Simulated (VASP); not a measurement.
The system is Yb.

```xyz
1
Lattice="-2.1657 2.1657 2.1657 2.1657 -2.1657 2.1657 2.1657 2.1657 -2.1657" Properties=species:S:1:pos:R:3 pbc="T T T"
Yb    0.0000    0.0000    0.0000
```

Base run:

| Property | Result |
| --- | --- |
| Program | VASP 6.6.1 |
| Functional | r2SCAN |
| Potentials or basis | VASP PAW PBE potentials, release 64 (Yb) |
| Cutoff | 520 eV |
| k mesh | 9 × 9 × 9 |
| Occupations | fermi-dirac, width 0.05 eV |
| Spin | collinear spin, ferromagnetic start |
| Starting moments | [1.0] μB |

Its results: band gap on the k mesh zero (filled and empty bands overlap); pressure -3.1 GPa; net moment 0.00 μB per cell.

**Question.** The run is repeated on the same cell with these changes: functional from r2SCAN to PBEsol. What comes out?

**Answer.** Band gap on the k mesh zero (filled and empty bands overlap); pressure -3.5 GPa; net moment 0.00 μB per cell.

Caveats: the PAW data sets were made with another functional, which shifts forces and pressure a little; spin-orbit coupling is left out, which moves the levels of the heavy elements.
